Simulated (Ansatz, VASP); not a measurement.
# Sb in VASP and in Ansatz

File POSCAR:

```
Sb
1.0
    3.1600000000      0.0000000000      0.0000000000
    0.0000000000      3.1600000000      0.0000000000
    0.0000000000      0.0000000000      3.1600000000
Sb
1
Direct
    0.0000000000      0.0000000000      0.0000000000
```

Contents of INCAR.step1:

```
SYSTEM = Sb
  PREC = Accurate
  ENCUT = 600
  EDIFF = 1E-5
  ISMEAR = -1
  SIGMA = 0.05
  LREAL = .FALSE.
  LASPH = .TRUE.
  NELM = 60
  ALGO = Normal
  LWAVE = .TRUE.
  LCHARG = .FALSE.
  GGA = PE
  NBANDS = 8
```

INCAR.step2

```
SYSTEM = Sb
  PREC = Accurate
  ENCUT = 600
  EDIFF = 1E-6
  ISMEAR = -1
  SIGMA = 0.05
  LREAL = .FALSE.
  LASPH = .TRUE.
  NELM = 60
  ALGO = Normal
  ISIF = 3
  LWAVE = .FALSE.
  LCHARG = .FALSE.
  GGA = PE
  LHFCALC = .TRUE.
  AEXX = 0.25
  PRECFOCK = Normal
  IBRION = 2
  NSW = 60
  EDIFFG = -0.01
  ISTART = 1
```

KPOINTS

```
regular mesh
0
G
  4 4 4
  0 0 0
```

input

```
crystal:
  lattice:
    - [3.16, 0.0, 0.0]
    - [0.0, 3.16, 0.0]
    - [0.0, 0.0, 3.16]
  atoms:
    - { symbol: Sb, position: [0.0, 0.0, 0.0] }
hamiltonian:
  xc: pbe0
  pseudopotentials: { kind: paw }
kpoints:
  mp_grid: { grid: [4, 4, 4] }
scf:
  occupations: { method: fermi_dirac, width: 0.05 }
output:
  forces: true
  stress: true
  eigenvalues: true
relax:
  f_tol: 0.01
  max_steps: 40
  cell: { stress_tol: 0.05 }
```

Alike in both runs: task relaxation of cell and atoms; functional PBE0; k mesh 4 × 4 × 4; occupations fermi-dirac, width 0.05 eV; no spin polarisation.

|  | VASP | Ansatz |
| --- | --- | --- |
| version | VASP 6.6.1 | Ansatz 0.2.0 |
| potentials or method | VASP PAW PBE potentials, release 64 (Sb) | Ansatz PAW |
| plane-wave cutoff (eV) | 600 | 420 |
| valence electrons in the cell | 5 | 15 |

|  | VASP | Ansatz | Ansatz less VASP |
| --- | --- | --- | --- |
| gap on the k mesh at the Fermi level, each at its own relaxed structure (eV) | none | none | - |
| relaxed volume (Å³/atom) | 27.80 | 28.32 | +0.520 |
| relaxed cell length with the largest relative difference (Å) | 3.029 | 3.048 | +0.0188 |

A gap of «none» marks a metal or a gap that the smearing closes. VASP's potentials hold 5 valence electrons a cell and Ansatz's 15, so a difference there can come from the potentials and not from the codes.

The k mesh is coarse, so the values compare programs but aren't converged. Spin-orbit coupling is off throughout. Noted on Ansatz's run: the plane-wave basis is chosen anew once the cell has moved, so the energies of steps on either side of that aren't comparable.
